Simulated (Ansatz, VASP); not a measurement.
One calculation of Zn, two programs

Contents of INCAR:

```
  ALGO = Normal
  EDIFF = 1E-6
  ENCUT = 500
  GGA = PS
  GGA_COMPAT = F
  ISIF = 2
  ISMEAR = 0
  LASPH = T
  LCHARG = T
  LELF = T
  LREAL = F
  LVHAR = T
  LWAVE = F
  NBANDS = 12
  NELM = 120
  PREC = Accurate
  SIGMA = 0.1
```

Contents of KPOINTS:

```
k-points
0
Gamma
  18 18 18
```

POSCAR

```
Zn
1.0
    0.0000000000      2.0250546386      2.0250546386
    2.0250546386      0.0000000000      2.0250546386
    2.0250546386      2.0250546386      0.0000000000
Zn
1
Direct
    0.0000000000      0.0000000000      0.0000000000
```

Input for Ansatz:

```yaml
crystal:
  lattice:
    - [0.0, 2.0250546386, 2.0250546386]
    - [2.0250546386, 0.0, 2.0250546386]
    - [2.0250546386, 2.0250546386, 0.0]
  atoms:
    - { symbol: Zn, position: [0.0, 0.0, 0.0] }
basis:
  ecutwfc: 420
kpoints:
  mp_grid: { grid: [18, 18, 18] }
hamiltonian:
  xc: pbesol
scf:
  occupations: { method: gaussian, width: 0.1 }
output:
  forces: true
  stress: true
  eigenvalues: true
```

Alike in both runs: task single point; functional PBEsol; k mesh 18 × 18 × 18; occupations gaussian, width 0.1 eV; no spin polarisation.

|  | VASP | Ansatz |
| --- | --- | --- |
| version | VASP 6.6.1 | Ansatz 0.2.0 |
| potentials or method | VASP PAW PBE potentials, release 64 (Zn), cutoff 500 eV | scalar-relativistic, plane waves, PAW |
| valence electrons in the cell | 12 | 12 |

```csv
,VASP,Ansatz,Ansatz less VASP
gap on the k mesh at the Fermi level (eV),none,none,-
pressure (GPa),-8.9,-9.2,-0.29
```

VASP's potentials were made for PBE, not for PBEsol. A gap of «none» marks a metal or a gap that the smearing closes. With one functional, cell and mesh, what is left measures potentials, basis and numerics.
